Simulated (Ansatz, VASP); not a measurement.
AlN: VASP beside Ansatz

```
Al N
1.0
     4.36799    0.00000    0.00000
     0.00000   -4.36799    0.00000
     0.00000    0.00000   -4.36799
Al N
4 4
Direct
  0.98381 0.51619 0.50000
  0.50000 0.00000 0.50000
  0.50000 0.50000 0.00000
  0.00000 0.00000 0.00000
  0.75000 0.75000 0.75000
  0.25000 0.25000 0.75000
  0.25000 0.75000 0.25000
  0.75000 0.25000 0.25000
```

Alike in both runs: task single point; functional r2SCAN; k mesh 6 × 6 × 6; occupations gaussian, width 0.05 eV; no spin polarisation.

```csv
,VASP,Ansatz
version,VASP 6.6.1,Ansatz 0.2.0
potentials or method,"VASP PAW PBE potentials, release 64 (Al, N), cutoff 520 eV","scalar-relativistic, plane waves, PAW"
valence electrons in the cell,32,32
```

Ansatz gave:

- gap on the k mesh at the Fermi level (eV): 3.57
- least direct gap on the mesh (eV): 3.57
- pressure (GPa): 0.6
- traceless stress, the component that is largest in VASP (GPa): 1.22
- rms of the force components (eV/Å): 0.525

Task: Which values does VASP return?

Result: gap on the k mesh at the Fermi level (eV): 3.56; least direct gap on the mesh (eV): 3.56; pressure (GPa): 0.2; traceless stress, the component that is largest in VASP (GPa): 1.24; rms of the force components (eV/Å): 0.529.

VASP's potentials were made for PBE, not for r2SCAN. Atom by atom the forces differ by 0.005 eV/Å (rms over components).
